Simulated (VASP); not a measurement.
Write the native input for VASP 6.6.1 that does the following.

```
Task                   : relaxation of cell and atoms
Functional             : r2SCAN
Dispersion             : rVV10
Potentials or basis    : VASP PAW PBE potentials, release 64 (C)
Cutoff                 : 660 eV
k mesh                 : 10 × 10 × 10
Occupations            : gaussian, width 0.01 eV
Spin                   : no spin polarisation
Dipole correction      : no
Further INCAR settings : ALGO = Normal; EDIFF = 1e-07; IBRION = 2; EDIFFG = -0.02; NSW = 80; ISIF = 3
```

Crystal: C.

```
C
1.0
     0.00000    1.78337    1.78337
     1.78337    0.00000    1.78337
     1.78337    1.78337    0.00000
C
2
Cartesian
  1.7834 1.7834 1.7834
  2.6751 2.6751 2.6751
```

The input as run:

POSCAR

```
C
1.0
    0.0000000000      1.7833700000      1.7833700000
    1.7833700000      0.0000000000      1.7833700000
    1.7833700000      1.7833700000      0.0000000000
C
2
Direct
    0.5000000000      0.5000000000      0.5000000000
    0.7500000000      0.7500000000      0.7500000000
```

INCAR.step1

```
PREC     = Accurate       # precision mode
ENCUT    = 660            # plane-wave cutoff, eV
ISMEAR   = 0              # smearing method
SIGMA    = 0.01           # smearing width, eV
LREAL    = F              # projectors in reciprocal space
LASPH    = T              # aspherical terms in the spheres
NELM     = 120            # most SCF steps
GGA      = PE             # functional
ALGO     = Normal         # electronic algorithm
EDIFF    = 1E-5           # SCF threshold, eV
LWAVE    = T              # write WAVECAR
LCHARG   = F              # write CHGCAR
GGA_COMPAT= F            
IBRION   = 2              # ionic algorithm
ISIF     = 3              # what is computed and relaxed
EDIFFG   = -0.005         # ionic threshold
NELMIN   = 4            
NSW      = 100            # ionic steps
```

INCAR.step2

```
PREC     = Accurate       # precision mode
ENCUT    = 660            # plane-wave cutoff, eV
EDIFF    = 1E-7           # SCF threshold, eV
ISMEAR   = 0              # smearing method
SIGMA    = 0.01           # smearing width, eV
LREAL    = F              # projectors in reciprocal space
LASPH    = T              # aspherical terms in the spheres
NELM     = 120            # most SCF steps
ALGO     = Normal         # electronic algorithm
ISIF     = 3              # what is computed and relaxed
LWAVE    = F              # write WAVECAR
LCHARG   = F              # write CHGCAR
METAGGA  = R2SCAN         # meta-GGA
LMIXTAU  = T            
LUSE_VDW = T            
IVDW_NL  = 2            
BPARAM   = 11.95        
CPARAM   = 0.0093       
IBRION   = 2              # ionic algorithm
NSW      = 80             # ionic steps
EDIFFG   = -0.02          # ionic threshold
ISTART   = 1            
GGA_COMPAT= F            
NELMIN   = 4
```

KPOINTS

```
Automatic mesh
0
Gamma
  10 10 10
```

Potentials or basis: VASP PAW PBE potentials, release 64 (C).

Launch:

```console
$ cat potpaw_PBE.64/C/POTCAR > POTCAR
$ cp INCAR.step1 INCAR
$ mpirun -np 1 vasp_std > vasp.out
$ cp INCAR.step2 INCAR
$ mpirun -np 1 vasp_std > vasp.out
```

Results of the run:

```yaml
Relaxed_volume: 5.63 Å³/atom
Relaxed_cell: a = 2.516 Å, b = 2.516 Å, c = 2.516 Å, α = 60.00°, β = 60.00°, γ = 60.00°
Space_group_after_relaxing_to_0.1_Å: Fd-3m (No. 227)
Energy_gained_by_relaxing: 0.4 meV/atom
Ionic_steps: 3
Pressure_after_relaxing: 0.0 GPa
Band_gap_on_the_k_mesh: 4.35 eV (least direct gap 5.85 eV)
```

Caveat: the PAW data sets were made with another functional, which shifts forces and pressure a little.

It took 2.4 min on 1 thread of Intel(R) Xeon(R) Platinum 8375C CPU @ 2.90GHz (Ice Lake), with other jobs on the host, peak memory 0.2 GiB.
